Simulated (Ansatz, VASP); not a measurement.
## Te in VASP and in Ansatz

```xyz
3
Lattice="3.7423 -2.1043 0.0000 3.7423 2.1043 0.0000 -0.0924 0.0000 5.8541" Properties=species:S:1:pos:R:3 pbc="T T T"
Te    0.0000    0.0000    0.0000
Te    2.2848    0.0000    1.9834
Te    5.1074    0.0000    3.8707
```

Alike in both runs: task single point; functional r2SCAN; k mesh 7 × 7 × 5; occupations fermi-dirac, width 0.05 eV; no spin polarisation.

```csv
,VASP,Ansatz
version,VASP 6.6.1,Ansatz 0.2.0
potentials or method,"VASP PAW PBE potentials, release 64 (Te)",Ansatz PAW
plane-wave cutoff (eV),520,500
valence electrons in the cell,18,48
```

|  | VASP | Ansatz | Ansatz less VASP |
| --- | --- | --- | --- |
| gap on the k mesh at the Fermi level (eV) | none | none | - |
| pressure (GPa) | 3.8 | 3.8 | +0.01 |
| traceless stress, the component that is largest in VASP (GPa) | 0.58 | 0.58 | -0.003 |
| rms of the force components (eV/Å) | 0.099 | 0.092 | -0.0073 |

VASP's potentials were made for PBE, not for r2SCAN. Atom by atom the forces differ by 0.007 eV/Å (rms over components). A gap of «none» marks a metal or a gap that the smearing closes. With one functional, cell and mesh, what is left measures potentials, basis and numerics. VASP's potentials hold 18 valence electrons a cell and Ansatz's 48, so a difference there can come from the potentials and not from the codes.

Neither program's run includes spin-orbit coupling.
